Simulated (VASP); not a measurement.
Set up this calculation in VASP 6.6.1, as the native input.

```yaml
Task: electric field gradients
Functional: LDA
Potentials_or_basis: VASP PAW LDA potentials, release 64 (In_d, Sb)
Cutoff: 400 eV
k_mesh: 10 × 10 × 10
Occupations: fermi-dirac, width 0.03 eV
Spin: no spin polarisation
Dipole_correction: no
Further_INCAR_settings: ALGO = Normal; EDIFF = 1e-08; NBANDS = 16
```

The structure of InSb lies in POSCAR:

```
InSb
1.0
    0.0000000000      3.2391000000      3.1743180000
    3.2391000000      0.0000000000      3.1743180000
    3.2391000000      3.2391000000      0.0000000000
In Sb
1 1
Direct
    0.0000000000      0.0000000000      0.0000000000
    0.7500000000      0.7500000000      0.7500000000
```

This cell differs from its parent crystal: zz strain of -2 %.

These files were run (other wordings do the same):

INCAR

```
PREC = Accurate ; ENCUT = 400
EDIFF = 1E-8 ; ISMEAR = -1
SIGMA = 0.03 ; LREAL = F
LASPH = T ; NELM = 120
ALGO = Normal ; ISIF = 2
LWAVE = F ; LCHARG = F
GGA = CA ; LEFG = T
NBANDS = 16 ; GGA_COMPAT = F
```

KPOINTS

```
Automatic mesh
0
Gamma
  10 10 10
```

Potentials or basis: VASP PAW LDA potentials, release 64 (In_d, Sb).

Launch:

```bash
$ cat potpaw_LDA.64/In_d/POTCAR potpaw_LDA.64/Sb/POTCAR > POTCAR
$ mpirun -np 1 vasp_std > vasp.out
```

It gave:

```
Pressure                                : 0.4 GPa
Band gap on the k mesh                  : 0.10 eV
Largest electric field gradient by atom : In +5.8; Sb -4.2 V/Å²
```

Caveat: the cell differs from its parent crystal (zz strain of -2 %); semilocal functionals underestimate gaps, and a narrow one can read as zero; without QUAD_EFG the Cq values of the log hold for a quadrupole moment of 1 mb, not for the nuclei; spin-orbit coupling is left out, which moves the levels of the heavy elements.

Wall time 2 min on 1 thread of Intel Xeon 8259CL (shared host), peak memory 0.2 GiB.
